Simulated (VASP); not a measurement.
# In3Se (P4/mmm) in VASP: further runs

Runs on In3Se. Level: PBEsol+D3(BJ). Tasks: single point.

Everything below comes from runs of VASP 6.6.1. Logs are shortened: lines on timing, memory, paths and dates and some standing lists are left out, and cuts for length are marked.

## Step 1: The cell of the first run

The structure is tetragonal, space group P4/mmm (No. 123). Conventional cell: a = 4.588 Å, b = 4.588 Å, c = 4.829 Å, α = 90.00°, β = 90.00°, γ = 90.00°. Within 4.3 Å of In (site symmetry 4/mmm) lie 4 Se at 3.24 Å and 8 In at 3.33 Å. Within 4.3 Å of In (site symmetry mmm) lie 8 In at 3.24 to 3.33 Å and 4 Se at 3.33 Å. Se (site symmetry 4/mmm) has 12 In at 3.24 to 3.33 Å within 4.3 Å.

## Step 2: Single point, PBEsol+D3(BJ) (strain +0.0525 x Voigt [1, 0, 0, 0, 0, 0])

File INCAR:

```
PREC = Accurate
ENCUT = 520
EDIFF = 1E-6
ISMEAR = 0
SIGMA = 0.15
LREAL = False
LASPH = True
NELM = 80
ALGO = Normal
ISIF = 2
LWAVE = False
LCHARG = False
GGA = PS
IVDW = 12
NBANDS = 30
```

File KPOINTS:

```
regular mesh
0
Gamma
  10 10 10
```

File POSCAR:

```
In3Se
1.0
    4.8287158132      0.0000000000      0.0000000000
    0.0000000000      4.5878535042      0.0000000000
    0.0000000000      0.0000000000      4.5878535042
In Se
3 1
Direct
    0.0000000000      0.5000000000      0.5000000000
    0.5000000000      0.0000000000      0.5000000000
    0.5000000000      0.5000000000      0.0000000000
    0.0000000000      0.0000000000      0.0000000000
```

Potentials or basis: VASP PAW PBE potentials, release 64 (In_d, Se).

On the command line:

```bash
cat potpaw_PBE.64/In_d/POTCAR potpaw_PBE.64/Se/POTCAR > POTCAR
mpirun -np 1 vasp_std > vasp.out
```

OUTCAR:

```text
PREC = Accurate
   ENCUT = 520
   EDIFF = 1E-6
   ISMEAR = 0
   LREAL = False
   LASPH = True
   NELM = 80
   ISIF = 2
   GGA = PS
   IVDW = 12
 IVDW          = 12

 ion  position               nearest neighbor table
   1  0.000  0.500  0.500-   4 3.24   4 3.24   4 3.24   4 3.24   3 3.33   2 3.33   2 3.33   3 3.33
                             2 3.33   3 3.33   3 3.33   2 3.33
   2  0.500  0.000  0.500-   3 3.24   3 3.24   3 3.24   3 3.24   4 3.33   1 3.33   4 3.33   1 3.33
                             1 3.33   4 3.33   4 3.33   1 3.33
   3  0.500  0.500  0.000-   2 3.24   2 3.24   2 3.24   2 3.24   1 3.33   4 3.33   4 3.33   1 3.33
                             1 3.33   4 3.33   1 3.33   4 3.33
   4  0.000  0.000  0.000-   1 3.24   1 3.24   1 3.24   1 3.24   2 3.33   3 3.33   3 3.33   2 3.33
                             2 3.33   3 3.33   2 3.33   3 3.33

  LATTYP: Found a simple tetragonal cell.
 ALAT       =     4.5878535042
 C/A-ratio  =     1.0525000000

  Lattice vectors:

 A1 = (   0.0000000000,   4.5878535042,   0.0000000000)
 A2 = (   0.0000000000,   0.0000000000,   4.5878535042)
 A3 = (   4.8287158132,   0.0000000000,   0.0000000000)

Analysis of symmetry for initial positions (statically):
=====================================================================
 Subroutine PRICEL returns:
 Original cell was already a primitive cell.

 Routine SETGRP: Setting up the symmetry group for a
 simple tetragonal supercell.

 Subroutine GETGRP returns: Found 16 space group operations
 (whereof 16 operations were pure point group operations)
 out of a pool of 16 trial point group operations.

The static configuration has the point symmetry D_4h.

Analysis of symmetry for dynamics (positions and initial velocities):
=====================================================================
 Subroutine PRICEL returns:
 Original cell was already a primitive cell.

 Routine SETGRP: Setting up the symmetry group for a
 simple tetragonal supercell.

 Subroutine GETGRP returns: Found 16 space group operations
 (whereof 16 operations were pure point group operations)
 out of a pool of 16 trial point group operations.

The dynamic configuration has the point symmetry D_4h.

 Subroutine INISYM returns: Found 16 space group operations
 (whereof 16 operations are pure point group operations),
 and found     1 'primitive' translations

----------------------------------------------------------------------------------------

                                     Primitive cell

  volume of cell :     101.6367

  direct lattice vectors                    reciprocal lattice vectors
     4.828715813  0.000000000  0.000000000     0.207094399  0.000000000  0.000000000
     0.000000000  4.587853504  0.000000000     0.000000000  0.217966855  0.000000000
     0.000000000  0.000000000  4.587853504     0.000000000  0.000000000  0.217966855

  length of vectors
     4.828715813  4.587853504  4.587853504     0.207094399  0.217966855  0.217966855

  position of ions in fractional coordinates (direct lattice)
     0.000000000  0.500000000  0.500000000
     0.500000000  0.000000000  0.500000000
     0.500000000  0.500000000  0.000000000
     0.000000000  0.000000000  0.000000000

  ion indices of the primitive-cell ions
   primitive index   ion index
                 1           1
                 2           2
                 3           3
                 4           4

----------------------------------------------------------------------------------------

 KPOINTS: regular mesh

Automatic generation of k-mesh.
 Grid dimensions read from file:
 generate k-points for:   10   10   10

 Generating k-lattice:

  Cartesian coordinates                     Fractional coordinates (reciprocal lattice)
     0.020709440  0.000000000  0.000000000     0.100000000  0.000000000  0.000000000
     0.000000000  0.021796686  0.000000000     0.000000000  0.100000000  0.000000000
     0.000000000  0.000000000  0.021796686     0.000000000  0.000000000  0.100000000

  Length of vectors
     0.020709440  0.021796686  0.021796686

  Shift w.r.t. Gamma in fractional coordinates (k-lattice)
     0.000000000  0.000000000  0.000000000

 Subroutine IBZKPT returns following result:
 ===========================================

 Found    126 irreducible k-points:

 Following reciprocal coordinates:
            Coordinates               Weight
  0.000000  0.000000  0.000000      1.000000
  0.100000  0.000000  0.000000      2.000000
  0.200000  0.000000  0.000000      2.000000
  0.300000  0.000000  0.000000      2.000000
  0.400000  0.000000  0.000000      2.000000
  0.500000  0.000000  0.000000      1.000000
[... 16 lines left out ...]
  0.400000  0.300000  0.000000      8.000000
  0.500000  0.300000  0.000000      4.000000
 [... further k-points ...]
   k-points           NKPTS =    126   k-points in BZ     NKDIM =    126   number of bands    NBANDS=     30
   number of dos      NEDOS =    301   number of ions     NIONS =      4
   total plane-waves  NPLWV =  46656
   dimension x,y,z NGX =    36 NGY =   36 NGZ =   36
   dimension x,y,z NGXF=    72 NGYF=   72 NGZF=   72
   ions per type =               3   1
   NGX,Y,Z   is equivalent  to a cutoff of  12.39, 13.04, 13.04 a.u.
   NGXF,Y,Z  is equivalent  to a cutoff of  24.79, 26.09, 26.09 a.u.
 SYSTEM =  unknown system
   PREC   = accura    normal or accurate (medium, high low for compatibility)
   ISTART =      0    job   : 0-new  1-cont  2-samecut
   ICHARG =      2    charge: 1-file 2-atom 10-const
   ISPIN  =      1    spin polarized calculation?
   LNONCOLLINEAR =      F non collinear calculations
   LSORBIT =      F    spin-orbit coupling
   LASPH  =      T    aspherical Exc in radial PAW
   ENCUT  =  520.0 eV  38.22 Ry    6.18 a.u.   8.98  8.53  8.53*2*pi/ulx,y,z
   NELM   =     80;   NELMIN=  2; NELMDL= -5     # of ELM steps
   EDIFF  = 0.1E-05   stopping-criterion for ELM
   LREAL  =      F    real-space projection
   EDIFFG = 0.1E-04   stopping-criterion for IOM
   NSW    =      0    number of steps for IOM
   IBRION =     -1    ionic relax: 0-MD 1-quasi-New 2-CG
   NFREE  =      0    steps in history (QN), initial steepest desc. (CG)
   ISIF   =      2    stress and relaxation
   ISYM   =      2    0-nonsym 1-usesym 2-fastsym
   POTIM  = 0.5000    time-step for ionic-motion
   TEBEG  =    0.0;   TEEND  =   0.0 temperature during run
   PSTRESS=    0.0 pullay stress
   NELECT =      45.0000    total number of electrons
   NUPDOWN=      -1.0000    fix difference up-down
   EMIN   =  10.00;   EMAX   =-10.00  energy-range for DOS
   EFERMI =   0.00;   METHOD = LEGACY
   ISMEAR =     0;   SIGMA  =   0.15  broadening in eV -4-tet -1-fermi 0-gaus
   EFERMI_NEDOS =   21; number of points for ismear=-14 and -15
   IALGO  =     38    algorithm
   IMIX   =      4    mixing-type and parameters
     AMIX     =   0.40;   BMIX     =  1.00
     AMIX_MAG =   1.60;   BMIX_MAG =  1.00
  volume/ion in A,a.u.               =      25.41       171.47
  Fermi-wavevector in a.u.,A,eV,Ry     =   1.247753  2.357912 21.182754  1.556889
  Thomas-Fermi vector in A             =   2.381871
   LORBIT       =      0    0 simple, 1 ext, 2 COOP (PROOUT), +10 PAW based schemes
   GGA     = PS    functional components
   LHFCALC =     F    Hartree Fock is set to
   AEXX    =    0.0000 exact exchange contribution
   IVDW    =    12    specifies the selected vdW correction
   LEPSILON=     F    determine dielectric tensor
   LRPA    =     F    only Hartree local field effects (RPA)
 non-spin polarized calculation
 Gauss-broadening in eV      SIGMA  =   0.15
  energy-cutoff  :      520.00
  volume of cell :      101.64
 maximum number of plane-waves:      2756
 NGX is ok and might be reduce to    36
   NGX = 17   NGY = 17   NGZ = 17

 number of electron      44.9999997 magnetization

 Free energy of the ion-electron system (eV)
  ---------------------------------------------------
  ext. energy  EPLUGINS =         0.00000000
  ---------------------------------------------------
  free energy    TOTEN  =       -13.25004032 eV

  energy without entropy =      -13.23390250  energy(sigma->0) =      -13.24197141

 E-fermi :   6.6779     XC(G=0): -10.3048

 val. band max:        6.6378608807   @ k =   0.1000   0.2000   0.1000
 cond. band min:       6.6800752384   @ k =   0.4000   0.0000   0.0000
 fundamental gap:      0.0422143576
 Fermi energy:         6.6778861536

 k-point     1 :       0.0000    0.0000    0.0000
  band No.  band energies     occupation
      1      -8.1004      2.00000
      2      -8.0929      2.00000
      3      -8.0399      2.00000
      4      -8.0399      2.00000
      5      -7.9421      2.00000
      6      -7.8817      2.00000
[... 22 lines left out ...]
     29      12.1786      0.00000
     30      13.5703      0.00000

 k-point     2 :       0.1000    0.0000    0.0000
  band No.  band energies     occupation
      1      -8.0990      2.00000
      2      -8.0825      2.00000
      3      -8.0297      2.00000
      4      -8.0297      2.00000
      5      -7.9408      2.00000
      6      -7.8743      2.00000
[... 22 lines left out ...]
     29      12.4573      0.00000
     30      14.0418      0.00000

 k-point     3 :       0.2000    0.0000    0.0000
  band No.  band energies     occupation
      1      -8.0955      2.00000
      2      -8.0532      2.00000
      3      -7.9998      2.00000
      4      -7.9998      2.00000
      5      -7.9371      2.00000
      6      -7.8533      2.00000
[... 22 lines left out ...]
     29      13.1238      0.00000
     30      14.2438      0.00000

 k-point     4 :       0.3000    0.0000    0.0000
  band No.  band energies     occupation
      1      -8.0910      2.00000
      2      -8.0114      2.00000
      3      -7.9539      2.00000
      4      -7.9539      2.00000
      5      -7.9313      2.00000
      6      -7.8216      2.00000
[... 616 lines left out ...]
     29      11.2329      0.00000
     30      11.5803      0.00000

 k-point    23 :       0.4000    0.3000    0.0000
  band No.  band energies     occupation
      1      -7.9865      2.00000
      2      -7.9437      2.00000
      3      -7.8940      2.00000
      4      -7.8777      2.00000
      5      -7.8700      2.00000
      6      -7.8228      2.00000
[... 22 lines left out ...]
     29      11.2030      0.00000
     30      11.7998      0.00000

 k-point    24 :       0.5000    0.3000    0.0000
  band No.  band energies     occupation
      1      -7.9842      2.00000
      2      -7.9202      2.00000
      3      -7.9112      2.00000
      4      -7.8598      2.00000
      5      -7.8576      2.00000
      6      -7.8238      2.00000
[... 22 lines left out ...]
     29      11.1752      0.00000
     30      12.9554      0.00000

 [... further k-points ...]

------------------------ aborting loop because EDIFF is reached ----------------------------------------

 Edisp (eV)   -1.40331

 E8    (eV) :    -0.9876

  FORCE on cell =-STRESS in cart. coord.  units (eV):
  Direction    XX          YY          ZZ          XY          YZ          ZX
  --------------------------------------------------------------------------------------
  -------------------------------------------------------------------------------------
  Total      -1.60895    -1.37106    -1.37106     0.00000     0.00000     0.00000
  in kB     -25.36311   -21.61313   -21.61313     0.00000     0.00000     0.00000
  external pressure =      -22.86 kB  Pullay stress =        0.00 kB

 VOLUME and BASIS-vectors are now :
 -----------------------------------------------------------------------------
  energy-cutoff  :      520.00
  volume of cell :      101.64
      direct lattice vectors                 reciprocal lattice vectors
     4.828715813  0.000000000  0.000000000     0.207094399  0.000000000  0.000000000
     0.000000000  4.587853504  0.000000000     0.000000000  0.217966855  0.000000000
     0.000000000  0.000000000  4.587853504     0.000000000  0.000000000  0.217966855

 POSITION                                       TOTAL-FORCE (eV/Angst)
 -----------------------------------------------------------------------------------
      0.00000      2.29393      2.29393         0.000000      0.000000      0.000000
      2.41436      0.00000      2.29393         0.000000      0.000000      0.000000
      2.41436      2.29393      0.00000         0.000000      0.000000      0.000000
      0.00000      0.00000      0.00000         0.000000      0.000000      0.000000
 -----------------------------------------------------------------------------------
    total drift:                                0.000000      0.000000      0.000000

  FREE ENERGIE OF THE ION-ELECTRON SYSTEM (eV)
  ---------------------------------------------------
  free  energy   TOTEN  =       -14.6533510172 eV

  energy  without entropy=      -14.6372132020  energy(sigma->0) =      -14.64528211
```

Wall time 5.4 min (1 thread of Intel Xeon 8259CL, shared host); peak memory 0.44 GiB.

Results:

* Free energy: -14.6534 eV
* Pressure: -2.3 GPa
* Band gap on the k mesh: zero (an odd number of electrons rules out a gap without spin polarisation)
* Dispersion energy per atom: -0.351 eV

Stress tensor (GPa, compression positive):
```
-2.54  0.00  0.00
 0.00 -2.16  0.00
 0.00  0.00 -2.16
```

Levels at points of the mesh, in eV from the Fermi level:
| k point | band 19 | band 20 | band 21 | band 22 | band 23 | band 24 | band 25 | band 26 |
| --- | --- | --- | --- | --- | --- | --- | --- | --- |
| (0.00, 0.00, 0.00) | -3.47 | -3.47 | -2.35 | -1.75 | 1.14 | 1.24 | 1.24 | 4.34 |
| (0.50, 0.00, 0.00) | -2.67 | -2.67 | -1.15 | -1.00 | -0.17 | -0.17 | 1.49 | 3.82 |
| (0.00, 0.50, 0.00) | -2.80 | -2.52 | -1.72 | -0.86 | -0.46 | 0.07 | 1.20 | 3.90 |
| (0.50, 0.50, 0.00) | -6.04 | -2.05 | -0.82 | -0.50 | -0.32 | 1.88 | 1.89 | 1.91 |
| (0.00, 0.50, 0.50) | -5.84 | -2.19 | -1.24 | -0.84 | -0.84 | 1.13 | 1.55 | 1.55 |
| (0.50, 0.50, 0.50) | -4.54 | -4.37 | -4.37 | -4.37 | -3.49 | 2.86 | 3.52 | 3.52 |

Caveat: the cell differs from its parent crystal (strain +0.0525 x Voigt [1, 0, 0, 0, 0, 0]); the PAW data sets were made with another functional, which shifts forces and pressure a little; spin-orbit coupling is left out, which moves the levels of the heavy elements.

## Step 3: Single point, PBEsol+D3(BJ) (strain -0.0450 x Voigt [1, 0, 0, 0, 0, 0])

File INCAR:

```
ALGO = Normal
EDIFF = 1E-6
ENCUT = 520
GGA = PS
ISIF = 2
ISMEAR = 0
IVDW = 12
LASPH = T
LCHARG = F
LREAL = F
LWAVE = F
NBANDS = 30
NELM = 100
PREC = Accurate
SIGMA = 0.15
```

File KPOINTS:

```
k-points
0
Gamma
  10 10 10
```

Changes to POSCAR since step 2:

```diff
@@ -2,3 +2,3 @@
 1.0
-    4.8287158132      0.0000000000      0.0000000000
+    4.3814000965      0.0000000000      0.0000000000
     0.0000000000      4.5878535042      0.0000000000
```

Potentials or basis: VASP PAW PBE potentials, release 64 (In_d, Se).

On the command line:

```bash
cat potpaw_PBE.64/In_d/POTCAR potpaw_PBE.64/Se/POTCAR > POTCAR
mpirun -np 1 vasp_std > vasp.out
```

Run time: 7.6 min. Hardware: 1 thread of Intel Xeon 8259CL, shared host; peak memory 0.42 GiB.

Results (log left out):

| Item | Value |
| --- | --- |
| Free energy | -14.6561 eV |
| Pressure | 2.6 GPa |
| Band gap on the k mesh | zero (an odd number of electrons rules out a gap without spin polarisation) |
| Dispersion energy per atom | -0.388 eV |

Levels at points of the mesh, in eV from the Fermi level:
| k point | band 19 | band 20 | band 21 | band 22 | band 23 | band 24 | band 25 | band 26 |
| --- | --- | --- | --- | --- | --- | --- | --- | --- |
| (0.00, 0.00, 0.00) | -4.18 | -3.81 | -2.22 | -1.60 | 1.19 | 1.19 | 1.39 | 4.64 |
| (0.50, 0.00, 0.00) | -2.99 | -2.99 | -1.26 | -1.23 | -0.39 | -0.39 | 0.92 | 4.10 |
| (0.00, 0.50, 0.00) | -3.15 | -2.85 | -1.42 | -0.63 | -0.62 | -0.06 | 1.23 | 4.45 |
| (0.50, 0.50, 0.00) | -6.32 | -2.39 | -1.25 | -0.61 | -0.47 | 1.59 | 1.62 | 1.63 |
| (0.00, 0.50, 0.50) | -6.52 | -2.24 | -0.83 | -0.13 | -0.13 | 1.98 | 1.98 | 2.35 |
| (0.50, 0.50, 0.50) | -5.16 | -4.47 | -4.47 | -4.45 | -3.92 | 3.43 | 3.43 | 4.07 |

Caveat: the cell differs from its parent crystal (strain -0.0450 x Voigt [1, 0, 0, 0, 0, 0]); the PAW data sets were made with another functional, which shifts forces and pressure a little; spin-orbit coupling is left out, which moves the levels of the heavy elements.

The gap in the log of VASP goes by the Fermi energy; the results here count the filled bands.